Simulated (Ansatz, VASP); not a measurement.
One calculation of Zr2HS4, two programs

INCAR

```
SYSTEM = Zr2HS4
PREC = Accurate
ENCUT = 400
EDIFF = 1E-6
ISMEAR = 0
SIGMA = 0.05
LREAL = .False.
LASPH = .True.
NELM = 120
ALGO = Normal
ISIF = 2
LWAVE = .False.
LCHARG = .False.
LDIPOL = .True.
IDIPOL = 3
DIPOL = 0.5 0.5 0.274
GGA = PE
IVDW = 12
NBANDS = 62
GGA_COMPAT = .False.
NELMDL = -8
```

Contents of KPOINTS:

```
Automatic mesh
0
Gamma
  6 6 1
  0 0 0
```

File POSCAR:

```
Zr2HS4
1.0
    7.2976778227      0.0000000000      0.0000000000
   -3.6488389114      6.3199743831      0.0000000000
    0.0000000000      0.0000000000     20.9171506047
S Zr H
8 4 2
Direct
    0.3333333333      0.1666666667      0.1912306354
    0.3333333333      0.6666666667      0.1912306354
    0.8333333333      0.1666666667      0.1912306354
    0.8333333333      0.6666666667      0.1912306354
    0.1666666667      0.3333333333      0.3306927762
    0.1666666667      0.8333333333      0.3306927762
    0.6666666667      0.3333333333      0.3306927762
    0.6666666667      0.8333333333      0.3306927762
    0.0000000000      0.0000000000      0.2609617058
    0.0000000000      0.5000000000      0.2609617058
    0.5000000000      0.0000000000      0.2609617058
    0.5000000000      0.5000000000      0.2609617058
    0.3803136712      0.7606273424      0.3522062227
    0.4530196621      0.9060393242      0.3522062227
```

Input for Ansatz:

```yaml
crystal:
  lattice:
    - [7.2976778227, 0.0, 0.0]
    - [-3.6488389114, 6.3199743831, 0.0]
    - [0.0, 0.0, 20.9171506047]
  atoms:
    - { symbol: S, position: [0.3333333333, 0.1666666667, 0.1912306354] }
    - { symbol: S, position: [0.3333333333, 0.6666666667, 0.1912306354] }
    - { symbol: S, position: [0.8333333333, 0.1666666667, 0.1912306354] }
    - { symbol: S, position: [0.8333333333, 0.6666666667, 0.1912306354] }
    - { symbol: Zr, position: [0.0, 0.0, 0.2609617058] }
    - { symbol: Zr, position: [0.0, 0.5, 0.2609617058] }
    - { symbol: Zr, position: [0.5, 0.0, 0.2609617058] }
    - { symbol: Zr, position: [0.5, 0.5, 0.2609617058] }
    - { symbol: S, position: [0.1666666667, 0.3333333333, 0.3306927762] }
    - { symbol: S, position: [0.1666666667, 0.8333333333, 0.3306927762] }
    - { symbol: S, position: [0.6666666667, 0.3333333333, 0.3306927762] }
    - { symbol: S, position: [0.6666666667, 0.8333333333, 0.3306927762] }
    - { symbol: H, position: [0.3803136712, 0.7606273424, 0.3522062227] }
    - { symbol: H, position: [0.4530196621, 0.9060393242, 0.3522062227] }
basis:
  ecutwfc: 420
kpoints:
  mp_grid: { grid: [6, 6, 1] }
hamiltonian:
  xc: pbe
  pseudopotentials: { kind: paw, azcp: { folder: soft_1 } }
  dispersion: d3bj
scf:
  occupations: { method: gaussian, width: 0.05 }
output:
  forces: true
  eigenvalues: true
efield:
  axis: 3
  dipole_correction: true
  ramp_width: 0.04
```

Alike in both runs: task single point; functional PBE; dispersion D3(BJ); k mesh 6 × 6 × 1; occupations gaussian, width 0.05 eV; no spin polarisation.

|  | VASP | Ansatz |
| --- | --- | --- |
| version | VASP 6.6.1 | Ansatz 0.2.0 |
| potentials or method | VASP PAW PBE potentials, release 64 (S, Zr_sv, H), cutoff 400 eV | scalar-relativistic, plane waves, PAW |
| valence electrons in the cell | 98 | 98 |

VASP gave:

```
gap on the k mesh at the Fermi level (eV) : 0.19
least direct gap on the mesh (eV)         : 0.62
rms of the force components (eV/Å)        : 0.756
```

Problem. What did Ansatz give for the same quantities?

Solution. gap on the k mesh at the Fermi level (eV): 0.19; least direct gap on the mesh (eV): 0.62; rms of the force components (eV/Å): 0.759.
